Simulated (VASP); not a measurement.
SnGeO2: single point with PBE

SnGeO2:

```
Sn Ge O
1.0
     3.73387    0.00000    0.00000
     0.00000    3.73387    0.00000
     0.00000    0.00000    4.69921
Sn Ge O
1 1 2
Direct
  0.50000 0.50000 0.24655
  0.00000 0.00000 0.77804
  0.00000 0.50000 0.98770
  0.50000 0.00000 0.98770
```

```yaml
Program: VASP 6.6.1
Task: single point
Functional: PBE
Potentials_or_basis: VASP PAW PBE potentials, release 64 (Sn_d, Ge_d, O_h)
Cutoff: 1340 eV
k_mesh: 8 × 8 × 6
Occupations: gaussian, width 0.02 eV
Spin: no spin polarisation
Dipole_correction: no
Further_INCAR_settings: ALGO = Normal; EDIFF = 1e-06; NBANDS = 28
```

```yaml
Pressure: 1.1 GPa
Largest_force: 0.070 eV/Å
Band_gap_on_the_k_mesh: 0.83 eV (least direct gap 2.04 eV)
```

Forces in eV/Å, atoms in the order of the input:
```
Sn   0.000  0.000  0.070
Ge   0.000  0.000 -0.063
O    0.000  0.000 -0.004
O    0.000  0.000 -0.004
```

Stress tensor (GPa, compression positive):
```
1.08 0.00 0.00
0.00 1.08 0.00
0.00 0.00 0.99
```

Levels at points of the mesh, in eV from the valence-band top:
| k point | band 18 | band 19 | band 20 | band 21 | band 22 | band 23 |
| --- | --- | --- | --- | --- | --- | --- |
| (0.00, 0.00, 0.00) | -2.63 | -2.63 | -0.22 | 2.57 | 4.78 | 5.39 |
| (0.50, 0.00, 0.00) | -4.20 | -2.19 | -2.08 | 2.98 | 4.24 | 5.75 |
| (0.50, 0.50, 0.00) | -1.85 | -1.77 | -1.21 | 0.83 | 0.83 | 4.83 |
| (0.00, 0.00, 0.50) | -2.64 | -2.64 | -1.49 | 1.60 | 3.53 | 3.53 |
| (0.50, 0.00, 0.50) | -4.14 | -1.25 | -1.10 | 2.80 | 3.73 | 5.70 |
| (0.50, 0.50, 0.50) | -2.18 | -2.02 | -1.77 | 3.23 | 3.23 | 4.65 |

It took 5.1 min on 1 thread of Intel(R) Xeon(R) Platinum 8375C CPU @ 2.90GHz (Ice Lake) (shared host), peak memory 0.67 GiB.

Caveat: spin-orbit coupling is left out, which moves the levels of the heavy elements. A k mesh can miss the band edges.
